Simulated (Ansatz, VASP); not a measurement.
CaO in VASP and in Ansatz

INCAR

```
SYSTEM = CaO
PREC     = Accurate       ! precision mode
ENCUT    = 600            ! plane-wave cutoff, eV
EDIFF    = 1E-6           ! SCF threshold, eV
ISMEAR   = 0              ! smearing method
SIGMA    = 0.05           ! smearing width, eV
LREAL    = .FALSE.        ! projectors in reciprocal space
LASPH    = .TRUE.         ! aspherical terms in the spheres
NELM     = 120            ! most SCF steps
ALGO     = Normal         ! electronic algorithm
ISIF     = 2              ! what is computed and relaxed
LWAVE    = .FALSE.        ! write WAVECAR
LCHARG   = .FALSE.        ! write CHGCAR
GGA      = PE             ! functional
NBANDS   = 15             ! bands
GGA_COMPAT= .FALSE.
```

KPOINTS

```
Automatic mesh
0
G
  8 8 8
  0 0 0
```

File POSCAR:

```
CaO
1.0
    0.0000000000      2.5469600000      2.4490000000
    2.5469600000      0.0000000000      2.4490000000
    2.5469600000      2.5469600000      0.0000000000
Ca O
1 1
Direct
    0.0000000000      0.0000000000      0.0000000000
    0.5000000000      0.5000000000      0.5000000000
```

Input for Ansatz:

```yaml
crystal:
  lattice:
    - [0.0, 2.54696, 2.449]
    - [2.54696, 0.0, 2.449]
    - [2.54696, 2.54696, 0.0]
  atoms:
    - { symbol: Ca, position: [0.0, 0.0, 0.0] }
    - { symbol: O, position: [0.5, 0.5, 0.5] }
basis:
  ecutwfc: 420
kpoints:
  mp_grid: { grid: [8, 8, 8] }
hamiltonian:
  xc: pbe
scf:
  occupations: { method: gaussian, width: 0.05 }
output:
  forces: true
  stress: true
  eigenvalues: true
```

Change from the starting cell: strain +0.040 along x and y, +0.000 along z, atoms carried along.

Alike in both runs: task single point; functional PBE; k mesh 8 × 8 × 8; occupations gaussian, width 0.05 eV; no spin polarisation.

|  | VASP | Ansatz |
| --- | --- | --- |
| version | VASP 6.6.1 | Ansatz 0.2.0 |
| potentials or method | VASP PAW PBE potentials, release 64 (Ca_sv, O), cutoff 600 eV | scalar-relativistic, plane waves, PAW |
| valence electrons in the cell | 16 | 16 |

```csv
,VASP,Ansatz,Ansatz less VASP
gap on the k mesh at the Fermi level (eV),3.52,3.54,+0.014
least direct gap on the mesh (eV),3.64,3.65,+0.012
pressure (GPa),-9.2,-9.5,-0.25
"traceless stress, the component that is largest in VASP (GPa)",1.90,1.79,-0.107
```

The functional is the same, so the differences come from potentials, cutoffs and numerics.
